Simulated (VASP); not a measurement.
A run of VASP 6.6.1 is set up as follows.

INCAR

```
ALGO = Normal
EDIFF = 1E-6
ENCUT = 520
GGA = PE
ISIF = 2
ISMEAR = 0
ISPIN = 2
LASPH = True
LCHARG = False
LORBIT = 11
LREAL = Auto
LWAVE = False
MAGMOM = 0 0.09 0 0.09 0 0 0 0.08 0 0.09 0 0.08 0 0.08 0 0 0 0 0
NBANDS = 56
NELM = 150
PREC = Accurate
SIGMA = 0.05
```

File KPOINTS:

```
k-points
0
Gamma
  2 2 1
```

File POSCAR:

```
HC18
1.0
    7.3980000000      0.0000000000      0.0000000000
   -3.6990000000      6.4068560000      0.0000000000
    0.0000000000      0.0000000000     12.0000000000
C H
18 1
Direct
   -0.0017669497      0.0008537729      0.0824981667
    0.2199186805      0.1112893750      0.0806833333
   -0.0015336342      0.3347599821      0.0803715000
    0.2205467866      0.4458305290      0.0806814167
   -0.0007177625      0.6688705037      0.0840167500
    0.2209494431      0.7797988592      0.0830690833
    0.3318335520      0.0015186856      0.0822770000
    0.5535239737      0.1113447844      0.0810911667
    0.3289663541      0.3321708807      0.0797265833
    0.5499565139      0.4377956989      0.0803957500
    0.3316665388      0.6688645726      0.0830427500
    0.5519363480      0.7806304684      0.0858594167
    0.6647915055      0.0009485152      0.0824386667
    0.8871339474      0.1121208281      0.0811473333
    0.6653646689      0.3322278509      0.0807525833
    0.8874413302      0.4458261587      0.0817199167
    0.6643764292      0.6670096846      0.0956208333
    0.8906440432      0.7805427498      0.0867946667
    0.6167134951      0.5757638380      0.1828124167
```

Potentials or basis: VASP PAW PBE potentials, release 64 (C, H).

Launch:

```sh
$ cat potpaw_PBE.64/C/POTCAR potpaw_PBE.64/H/POTCAR > POTCAR
$ mpirun -np 1 vasp_std > vasp.out
```

Task: Estimate the largest force.

Result: 0.918 eV/Å.

Task: Estimate the net moment.

Result: 0.00 μB per cell.

Forces in eV/Å, atoms in the order of the input:
```
C   -0.007 -0.058  0.039
C    0.006 -0.063 -0.035
C   -0.004 -0.046  0.061
C    0.006 -0.036  0.032
C    0.002 -0.051 -0.031
C   -0.003 -0.050 -0.060
C   -0.006 -0.058 -0.066
C   -0.008 -0.060 -0.048
C    0.017 -0.043 -0.029
C   -0.003 -0.065 -0.258
C   -0.018 -0.043 -0.011
C   -0.013 -0.051  0.064
C   -0.006 -0.063  0.039
C    0.003 -0.050  0.068
C   -0.020 -0.039 -0.059
C   -0.005 -0.036  0.012
C    0.007 -0.055  0.206
C    0.016 -0.052  0.044
H    0.035  0.917  0.032
```

Caveat: the k points lie up to 0.49 Å⁻¹ apart.
